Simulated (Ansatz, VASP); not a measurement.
**Ti4Pt3: VASP beside Ansatz**

```
CELL_PARAMETERS angstrom
5.13579 0.00000 0.00000
0.00000 5.13579 0.00000
0.00000 0.00000 5.13579
ATOMIC_POSITIONS crystal
Ti 0.50000 0.00000 0.00000
Ti 0.00000 0.50000 0.00000
Ti 0.00000 0.00000 0.50000
Ti 0.00000 0.00000 0.00000
Pt 0.00000 0.50000 0.50000
Pt 0.50000 0.00000 0.50000
Pt 0.50000 0.50000 0.00000
```

Alike in both runs: task relaxation of cell and atoms; functional PBE; k mesh 8 × 8 × 8; occupations gaussian, width 0.1 eV; no spin polarisation.

```csv
,VASP,Ansatz
version,VASP 6.6.1,Ansatz 0.2.0
potentials or method,"VASP PAW PBE potentials, release 64 (Ti_sv, Pt), cutoff 600 eV","scalar-relativistic, plane waves, PAW"
valence electrons in the cell,78,102
```

Ansatz gave:

| Item | Value |
| --- | --- |
| gap on the k mesh at the Fermi level, each at its own relaxed structure (eV) | none |
| relaxed volume (Å³/atom) | 19.25 |
| relaxed length of the cell vector where the two differ most in proportion (Å) | 5.126 |

Problem. Which values does VASP return?

Solution. gap on the k mesh at the Fermi level, each at its own relaxed structure (eV): none; relaxed volume (Å³/atom): 19.23; relaxed length of the cell vector where the two differ most in proportion (Å): 5.125.

A gap of «none» marks a metal or a gap that the smearing closes. VASP's potentials hold 78 valence electrons a cell and Ansatz's 102, so a difference there can come from the potentials and not from the codes.

Neither program's run includes spin-orbit coupling.
